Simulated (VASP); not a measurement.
Write the native input for VASP 6.6.1 that does the following.

- Task: single point
- Functional: PBEsol
- Potentials or basis: VASP PAW PBE potentials, release 64 (Ga_d)
- Cutoff: 520 eV
- k mesh: 11 × 11 × 11
- Occupations: methfessel-paxton, width 0.05 eV
- Spin: no spin polarisation
- Dipole correction: no
- Further INCAR settings: ALGO = Normal; EDIFF = 1e-06; NBANDS = 12

The structure of Ga lies in POSCAR:

```
Ga
1.0
   -1.4360240070      1.4360240070      2.2798415324
    1.4360240070     -1.4360240070      2.2798415324
    1.4360240070      1.4360240070     -2.2798415324
Ga
1
Direct
    0.0000000000      0.0000000000      0.0000000000
```

The input as run:

INCAR

```
SYSTEM = Ga
ALGO     = Normal         ! electronic algorithm
EDIFF    = 1E-6           ! SCF threshold, eV
ENCUT    = 520            ! plane-wave cutoff, eV
GGA      = PS             ! functional
ISIF     = 2              ! what is computed and relaxed
ISMEAR   = 1              ! smearing method
LASPH    = .True.         ! aspherical terms in the spheres
LCHARG   = .True.         ! write CHGCAR
LELF     = .True.         ! ELF
LREAL    = .False.        ! projectors in reciprocal space
LVHAR    = .True.       
LWAVE    = .False.        ! write WAVECAR
NBANDS   = 12             ! bands
NELM     = 80             ! most SCF steps
PREC     = Accurate       ! precision mode
SIGMA    = 0.05           ! smearing width, eV
```

KPOINTS

```
k-points
0
Gamma
  11 11 11
  0 0 0
```

Potentials or basis: VASP PAW PBE potentials, release 64 (Ga_d).

Run with:

```console
$ cat potpaw_PBE.64/Ga_d/POTCAR > POTCAR
$ mpirun -np 1 vasp_std > vasp.out
```

It gave:

* Pressure: -3.2 GPa

Caveat: the PAW data sets were made with another functional, which shifts forces and pressure a little.

It took 63 s on 1 thread of AMD EPYC 7R13, on a shared host, peak memory 0.12 GiB.
